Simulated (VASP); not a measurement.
SnSe (buck sheet), 10 atoms in the cell. The cell holds a wire with vacuum, 10 atoms: a = 16.800 Å, b = 10.900 Å, c = 6.709 Å, α = 90.00°, β = 90.00°, γ = 90.00°. 

* Program: VASP 6.6.1
* Task: single point
* Functional: PBE
* Potentials or basis: VASP PAW PBE potentials, release 64 (Sn_d, Se)
* Cutoff: 520 eV
* k mesh: 1 × 1 × 5
* Occupations: gaussian, width 0.05 eV
* Spin: no spin polarisation
* Dipole correction: no
* Further INCAR settings: ALGO = Normal; EDIFF = 1e-06; NBANDS = 61

Potentials or basis: VASP PAW PBE potentials, release 64 (Sn_d, Se).

Launch:

```console
$ cat potpaw_PBE.64/Sn_d/POTCAR potpaw_PBE.64/Se/POTCAR > POTCAR
$ mpirun -np 1 vasp_std > vasp.out
```

Hardware: 1 thread of AMD EPYC 7R13 (shared host).

**Question.** How long does it take, and how much memory?

**Answer.** It took 15 min on 1 thread of AMD EPYC 7R13, on a shared host, peak memory 0.96 GiB. Counts: scf iterations 22, k points 3.
